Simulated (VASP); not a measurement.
A run of VASP 6.6.1 is set up as follows.

File POSCAR:

```
GaAs
1.0
    0.0000000000      2.9974040302      2.8330850947
    2.9974040302      0.0000000000      2.8330850947
    2.9974040302      2.9974040302      0.0000000000
Ga As
1 1
Direct
    0.0000000000      0.0000000000      0.0000000000
    0.2500000000      0.2500000000      0.2500000000
```

Contents of INCAR.step1:

```
PREC = Accurate ; ENCUT = 520
ISMEAR = -1 ; SIGMA = 0.02
LREAL = False ; LASPH = True
NELM = 100 ; NBANDS = 16
GGA = PE ; ALGO = Normal
EDIFF = 1E-4 ; LWAVE = True
LCHARG = False
```

File INCAR.step2:

```
PREC = Accurate ; ENCUT = 520
EDIFF = 1E-6 ; ISMEAR = -1
SIGMA = 0.02 ; LREAL = False
LASPH = True ; NELM = 100
ALGO = Normal ; ISIF = 2
LWAVE = False ; LCHARG = False
METAGGA = R2SCAN ; LMIXTAU = True
NBANDS = 16 ; ISTART = 1
```

KPOINTS

```
Automatic mesh
0
Gamma
  8 8 8
```

Potentials or basis: VASP PAW PBE potentials, release 64 (Ga_d, As).

The run is started by

```bash
$ cat potpaw_PBE.64/Ga_d/POTCAR potpaw_PBE.64/As/POTCAR > POTCAR
$ cp INCAR.step1 INCAR
$ mpirun -np 1 vasp_std > vasp.out
$ cp INCAR.step2 INCAR
$ mpirun -np 1 vasp_std > vasp.out
```

Question: What does it give for the pressure?

Answer: -6.2 GPa.

Question: What does it give for the band gap on the k mesh?

Answer: 0.14 eV, direct.

Stress tensor (GPa, compression positive):
```
-7.27  0.00  0.00
 0.00 -7.27  0.00
 0.00  0.00 -4.08
```

Caveat: the cell differs from its parent crystal (biaxial xy strain +5.8%); the PAW data sets were made with another functional, which shifts forces and pressure a little.
